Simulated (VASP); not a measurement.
Set up this calculation in VASP 6.6.1, as the native input.

```yaml
Task: single point
Functional: PBE
Potentials_or_basis: VASP PAW PBE potentials, release 64 (Hf_pv, Cl)
Cutoff: 520 eV
k_mesh: 12 × 12 × 12
Occupations: gaussian, width 0.1 eV
Spin: no spin polarisation
Dipole_correction: no
Further_INCAR_settings: ALGO = Normal; EDIFF = 1e-07; NBANDS = 26
```

The structure of Hf3Cl lies in POSCAR:

```
Hf3Cl
1.0
    0.0000000000      3.5059475321      3.5059475321
    3.5059475321      0.0000000000      3.5059475321
    3.5059475321      3.5059475321      0.0000000000
Hf Cl
3 1
Direct
    0.2500000000      0.2500000000      0.2500000000
    0.7500000000      0.7500000000      0.7500000000
    0.5000000000      0.5000000000      0.5000000000
    0.0000000000      0.0000000000      0.0000000000
```

The input as run:

INCAR

```
  ALGO = Normal
  EDIFF = 1E-7
  ENCUT = 520
  GGA = PE
  ISIF = 2
  ISMEAR = 0
  LASPH = T
  LCHARG = F
  LREAL = F
  LWAVE = F
  NBANDS = 26
  NELM = 100
  PREC = Accurate
  SIGMA = 0.1
```

KPOINTS

```
k-points
0
Gamma
  12 12 12
```

Potentials or basis: VASP PAW PBE potentials, release 64 (Hf_pv, Cl).

The run is started by

```console
$ cat potpaw_PBE.64/Hf_pv/POTCAR potpaw_PBE.64/Cl/POTCAR > POTCAR
$ mpirun -np 1 vasp_std > vasp.out
```

It gave:

```yaml
Pressure: -0.3 GPa
```

Caveat: an odd number of electrons without spin polarisation forces a metal; a magnetic or distorted state may lie lower.

Wall time 3.3 min on 1 thread of Intel(R) Xeon(R) Platinum 8259CL CPU @ 2.50GHz (Skylake/Cascade Lake), with other jobs on the host, peak memory 0.32 GiB.
